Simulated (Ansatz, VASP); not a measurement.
**Yb: VASP beside Ansatz**

```xyz
1
Lattice="-2.1515 2.1515 2.1515 2.1515 -2.1515 2.1515 2.1515 2.1515 -2.1515" Properties=species:S:1:pos:R:3 pbc="T T T"
Yb    0.0000    0.0000    0.0000
```

Alike in both runs: task single point; functional RPBE; k mesh 9 × 9 × 9; occupations gaussian, width 0.1 eV; collinear spin.

|  | VASP | Ansatz |
| --- | --- | --- |
| version | VASP 6.6.1 | Ansatz 0.2.0 |
| potentials or method | VASP PAW PBE potentials, release 64 (Yb), cutoff 520 eV | all-electron LAPW, scalar-relativistic |

Ansatz gave:

```
gap on the k mesh at the Fermi level (eV) : none
pressure (GPa)                            : -0.9
net moment per atom (μB)                  : 0.00
```

Estimate VASP's values.

gap on the k mesh at the Fermi level (eV): none; pressure (GPa): -0.3; net moment per atom (μB): 0.00.

VASP's potentials were made for PBE, not for RPBE. A gap of «none» marks a metal or a gap that the smearing closes. Ansatz ran all-electron here, and VASP with PAW potentials.

Neither program's run includes spin-orbit coupling. Noted on Ansatz's run: the open f shell may have settled in a state that isn't the lowest.
